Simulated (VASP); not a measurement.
Write the native input for VASP 6.6.1 that does the following.

| Quantity | Value |
| --- | --- |
| Task | single point |
| Functional | PBE |
| Potentials or basis | VASP PAW PBE potentials, release 64 (Be) |
| Cutoff | 520 eV |
| k mesh | 2 × 2 × 2 |
| Occupations | fermi-dirac, width 0.17 eV |
| Spin | no spin polarisation |
| Dipole correction | no |
| Further INCAR settings | LREAL = Auto; ALGO = Normal; EDIFF = 1e-06; NBANDS = 60 |

The structure of Be lies in POSCAR:

```
Be
1.0
    6.8191070000      0.0000000000      0.0000000000
   -3.4095530000      5.9055200000      0.0000000000
    0.0000000000      0.0000000000      7.1236940000
Be
36
Direct
    0.0050561548      0.0006095992     -0.0134059661
    0.1372749242      0.2546939135      0.2177662320
    0.0320523728      0.0485308660      0.4647588737
    0.1294992681      0.2242139558      0.7056872460
    0.0298898446      0.3731932158     -0.0222637300
    0.1222058408      0.5688237446      0.2261747908
    0.0228430044      0.3414432599      0.5056225043
    0.1024003962      0.5529402999      0.7410481135
    0.0173629166      0.6768921280      0.0119320117
    0.1681773004      0.9499248161      0.2268485985
   -0.0018914883      0.6945197036      0.4786701955
    0.0763997130      0.8588744090      0.7672283509
    0.3526969164     -0.0132926482     -0.0097982872
    0.4486963756      0.2245187553      0.2630517257
    0.3424411958      0.0049106599      0.4764101322
    0.4382044116      0.2048253160      0.7096458663
    0.3623349841      0.3709580189     -0.0371015375
    0.4718548178      0.5800843956      0.2520742749
    0.3981497409      0.3990334467      0.5184108133
    0.4529851466      0.6024702312      0.7378896398
    0.3361311336      0.6719984015      0.0086893120
    0.4230313057      0.8781783823      0.2607355117
    0.3248433389      0.6919797071      0.4965401377
    0.4140976410      0.8780259825      0.7369771919
    0.7112122387      0.0250274320      0.0176172643
    0.8001612839      0.1817790813      0.2717550754
    0.6704709424     -0.0131063818      0.5155752058
    0.7531485901      0.2214368929      0.7505656475
    0.7081035101      0.3914981238      0.0232182910
    0.7856069024      0.5958662404      0.2385560076
    0.6793112216      0.3369051328      0.4955153885
    0.7701159431      0.5532112329      0.7462560857
    0.6645315272      0.7090992834     -0.0564033211
    0.7894122550      0.8791435809      0.2554994642
    0.7191003098      0.7208340671      0.5360140399
    0.8187991199      0.9385625652      0.7604481607
```

These files were run (other wordings do the same):

INCAR

```
SYSTEM = Be
PREC = Accurate ; ENCUT = 520
EDIFF = 1E-6 ; ISMEAR = -1
SIGMA = 0.17 ; LREAL = Auto
LASPH = .TRUE. ; NELM = 80
ALGO = Normal ; ISIF = 2
LWAVE = .FALSE. ; LCHARG = .FALSE.
GGA = PE ; NBANDS = 60
```

KPOINTS

```
Automatic mesh
0
G
  2 2 2
  0 0 0
```

Potentials or basis: VASP PAW PBE potentials, release 64 (Be).

The run is started by

```bash
$ cat potpaw_PBE.64/Be/POTCAR > POTCAR
$ mpirun -np 1 vasp_std > vasp.out
```

Results of the run:

```yaml
Pressure: 6.1 GPa
Largest_force: 3.735 eV/Å
Band_gap_on_the_k_mesh: zero (bands 36 and 37 overlap by 0.68 eV)
```

Caveat: the k points lie up to 0.53 Å⁻¹ apart, too coarse for converged energies and pressures of a metal; the atoms stand as in a frame of molecular dynamics; forces of over 1 eV/Å act on the atoms, so gaps and moduli don't describe the material at rest.

Wall time 6.4 min on 1 thread of Intel Xeon 8259CL, on a shared host, peak memory 0.38 GiB.
